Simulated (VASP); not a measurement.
Hf5C3, 8 atoms in the cell. It takes space group P3m1 (No. 156, trigonal). Conventional cell: a = 6.467 Å, b = 6.467 Å, c = 4.534 Å, α = 90.00°, β = 90.00°, γ = 120.00°. Within 4.8 Å of Hf (site symmetry 3m) lie 17 Hf at 3.52 to 4.53 Å and 15 C at 3.74 to 4.73 Å. Within 3.0 Å of Hf (site symmetry m) lie 3 C at 2.10 to 2.37 Å and 3 Hf at 2.84 to 2.94 Å. Hf (site symmetry 3m) has 2 C at 2.05 to 2.49 Å within 2.7 Å. C (site symmetry 3m) has 1 C at 1.36 Å within 1.8 Å. C (site symmetry 3m) has 5 Hf at 2.05 to 2.49 Å within 2.7 Å. C (site symmetry 3m) has 1 C at 1.36 Å within 1.8 Å. The cell was built from a structure type or drawn by symmetry, and may not be a known phase.

- Program: VASP 6.6.1
- Task: single point
- Functional: PBE
- Potentials or basis: VASP PAW PBE potentials, release 64 (Hf_pv, C)
- Cutoff: 520 eV
- k mesh: 3 × 3 × 3
- Occupations: gaussian, width 0.2 eV
- Spin: no spin polarisation
- Dipole correction: no
- Further INCAR settings: ALGO = Normal; EDIFF = 1e-06; NBANDS = 41

Potentials or basis: VASP PAW PBE potentials, release 64 (Hf_pv, C).

Launch:

```sh
$ cat potpaw_PBE.64/Hf_pv/POTCAR potpaw_PBE.64/C/POTCAR > POTCAR
$ mpirun -np 1 vasp_std > vasp.out
```

Hardware: 1 thread of Intel(R) Xeon(R) 6975P-C (Granite Rapids), with other jobs on the host.

Problem. How long does it take, and how much memory?

Solution. Wall time 28 s on 1 thread of Intel(R) Xeon(R) 6975P-C (Granite Rapids), on a shared host, peak memory 0.28 GiB. Counts: scf iterations 17, k points 7.
